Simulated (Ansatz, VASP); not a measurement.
# One calculation of Fe, two programs

```
Fe
1.0
    -1.39446    1.39446    1.39446
     1.39446   -1.39446    1.39446
     1.39446    1.39446   -1.39446
Fe
1
Cartesian
  0.0000 0.0000 0.0000
```

Alike in both runs: functional PBEsol; k mesh 10 × 10 × 10; occupations gaussian, width 0.1 eV; collinear spin.

Ansatz relaxed the structure, and its values are those at the end. VASP's run is a single point on that final structure, the one shown.

|  | VASP | Ansatz |
| --- | --- | --- |
| version | VASP 6.6.1 | Ansatz 0.2.0 |
| potentials or method | VASP PAW PBE potentials, release 64 (Fe), cutoff 520 eV | scalar-relativistic, plane waves, PAW |
| valence electrons in the cell | 8 | 16 |

Ansatz gave:

| Item | Value |
| --- | --- |
| gap on the k mesh at the Fermi level (eV) | none |
| pressure (GPa) | 0.1 |
| net moment per atom (μB) | 2.12 |
| size of the moment on the site where the two differ most (μB) | 2.16 |

Task: Which values does VASP return?

Result: gap on the k mesh at the Fermi level (eV): none; pressure (GPa): -0.1; net moment per atom (μB): 2.13; size of the moment on the site where the two differ most (μB): 2.11.

VASP's potentials were made for PBE, not for PBEsol. Site moments also hang on the region over which each program counts them. A gap of «none» marks a metal or a gap that the smearing closes. The functional is the same, so the differences come from potentials, cutoffs and numerics. VASP's potentials hold 8 valence electrons a cell and Ansatz's 16, so a difference there can come from the potentials and not from the codes.
